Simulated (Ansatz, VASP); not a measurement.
# Two plane-wave programs on Si2W

Contents of INCAR:

```
SYSTEM = Si2W
ALGO = Normal
EDIFF = 1E-6
ENCUT = 520
GGA = PE
ISIF = 2
ISMEAR = 0
LASPH = .TRUE.
LCHARG = .TRUE.
LELF = .TRUE.
LREAL = .FALSE.
LVHAR = .TRUE.
LWAVE = .FALSE.
NBANDS = 18
NELM = 60
PREC = Accurate
SIGMA = 0.15
```

Contents of KPOINTS:

```
k-points
0
G
  18 18 18
  0 0 0
```

The input POSCAR:

```
Si2W
1.0
   -1.5609438007      1.5609438007      4.0406591225
    1.5609438007     -1.5609438007      4.0406591225
    1.5609438007      1.5609438007     -4.0406591225
Si W
2 1
Direct
    0.3345726944      0.3345726944      0.0000000000
    0.6654273056      0.6654273056      0.0000000000
    0.0000000000      0.0000000000      0.0000000000
```

Input for Ansatz:

```yaml
crystal:
  lattice:
    - [-1.5609438007, 1.5609438007, 4.0406591225]
    - [1.5609438007, -1.5609438007, 4.0406591225]
    - [1.5609438007, 1.5609438007, -4.0406591225]
  atoms:
    - { symbol: Si, position: [0.3345726944, 0.3345726944, 0.0] }
    - { symbol: Si, position: [0.6654273056, 0.6654273056, 0.0] }
    - { symbol: W, position: [0.0, 0.0, 0.0] }
basis:
  ecutwfc: 420
kpoints:
  mp_grid: { grid: [18, 18, 18] }
hamiltonian:
  xc: pbe
  pseudopotentials: { kind: paw, azcp: { folder: soft_1 } }
scf:
  occupations: { method: gaussian, width: 0.15 }
output:
  forces: true
  stress: true
  eigenvalues: true
```

Alike in both runs: task single point; functional PBE; k mesh 18 × 18 × 18; occupations gaussian, width 0.15 eV; no spin polarisation.

|  | VASP | Ansatz |
| --- | --- | --- |
| version | VASP 6.6.1 | Ansatz 0.2.0 |
| potentials or method | VASP PAW PBE potentials, release 64 (Si, W_sv), cutoff 520 eV | scalar-relativistic, plane waves, PAW |
| valence electrons in the cell | 22 | 22 |

|  | VASP | Ansatz | Ansatz less VASP |
| --- | --- | --- | --- |
| gap on the k mesh at the Fermi level (eV) | none | none | - |
| pressure (GPa) | 9.5 | 9.5 | -0.03 |
| traceless stress, the component that is largest in VASP (GPa) | -15.53 | -15.46 | +0.072 |
| rms of the force components (eV/Å) | 0.054 | 0.052 | -0.0024 |

Atom by atom the forces differ by 0.002 eV/Å (rms over components). A gap of «none» marks a metal or a gap that the smearing closes.

Neither program's run includes spin-orbit coupling.
